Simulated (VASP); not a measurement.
A run of VASP 6.6.1 is set up as follows.

The input INCAR:

```
  ALGO = Normal
  EDIFF = 1E-7
  ENCUT = 520
  GGA = PE
  ISIF = 2
  ISMEAR = 0
  LASPH = True
  LCHARG = True
  LELF = True
  LREAL = False
  LVHAR = True
  LWAVE = False
  NBANDS = 25
  NELM = 60
  PREC = Accurate
  SIGMA = 0.01
```

KPOINTS

```
k-points
0
Gamma
  16 16 8
```

The input POSCAR:

```
CuO
1.0
    2.3446500000     -1.7134000000      0.0000000000
    2.3446500000      1.7134000000      0.0000000000
   -0.8605500000      0.0000000000      5.0594400000
Cu O
2 2
Direct
    0.0032000000      0.4968000000      0.0000000000
    0.4968000000      0.0032000000      0.5000000000
    0.5714000000      0.4056000000      0.2537000000
    0.4056000000      0.5714000000      0.7537000000
```

Potentials or basis: VASP PAW PBE potentials, release 64 (Cu, O).

Command:

```sh
$ cat potpaw_PBE.64/Cu/POTCAR potpaw_PBE.64/O/POTCAR > POTCAR
$ mpirun -np 1 vasp_std > vasp.out
```

**Question.** Estimate the largest force.

**Answer.** 0.787 eV/Å.

**Question.** Predict the band gap on the k mesh.

**Answer.** Zero (bands 17 and 18 overlap by 0.72 eV).

**Question.** What does it give for the pressure?

**Answer.** 6.4 GPa.

Forces in eV/Å, atoms in the order of the input:
```
Cu  -0.649  0.366  0.253
Cu  -0.649 -0.366  0.253
O    0.649  0.269 -0.253
O    0.649 -0.269 -0.253
```

Caveat: the cell stands under pressure; semilocal functionals often make such compounds metallic where correlation or magnetic order opens a gap, which also shifts bond lengths. With open d or f shells a metallic result of PBE can be an artefact of self-interaction; +U or a hybrid may open a gap.
